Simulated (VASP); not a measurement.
Input of a VASP 6.6.1 run:

The input INCAR:

```
  PREC = Accurate
  ENCUT = 520
  EDIFF = 1E-7
  ISMEAR = 0
  SIGMA = 0.1
  LREAL = F
  LASPH = T
  NELM = 150
  ALGO = Normal
  ISIF = 2
  LWAVE = F
  LCHARG = T
  ISPIN = 2
  MAGMOM = 0 0 0 1 1 1
  LORBIT = 11
  GGA = PE
  LELF = T
  LVHAR = T
  NBANDS = 40
```

The input KPOINTS:

```
regular mesh
0
Gamma
  6 6 6
```

The input POSCAR:

```
InGa2N3
1.0
    2.6122200900      1.5081659700      4.3572731600
   -2.6122200900      1.5081659700      4.3572731600
    0.0000000000     -3.0163319500      4.3572731600
In Ga N
1 2 3
Direct
    0.5000000000      0.5000000000      0.5000000000
    0.1222017900      0.1222017900      0.1222017900
    0.8777982100      0.8777982100      0.8777982100
    0.0000000000      0.5000000000      0.5000000000
    0.5000000000      0.0000000000      0.5000000000
    0.5000000000      0.5000000000      0.0000000000
```

Potentials or basis: VASP PAW PBE potentials, release 64 (In_d, Ga_d, N).

Run with:

```bash
$ cat potpaw_PBE.64/In_d/POTCAR potpaw_PBE.64/Ga_d/POTCAR potpaw_PBE.64/N/POTCAR > POTCAR
$ mpirun -np 1 vasp_std > vasp.out
```

**Question.** Predict the site moments.

**Answer.** In -0.01; Ga -0.00; N +0.14 μB.

**Question.** Estimate the pressure.

**Answer.** -12.8 GPa.

**Question.** Estimate the largest force.

**Answer.** 0.416 eV/Å.

Stress tensor (GPa, compression positive):
```
 -9.08   0.00   0.00
  0.00  -9.08   0.00
  0.00   0.00 -20.34
```
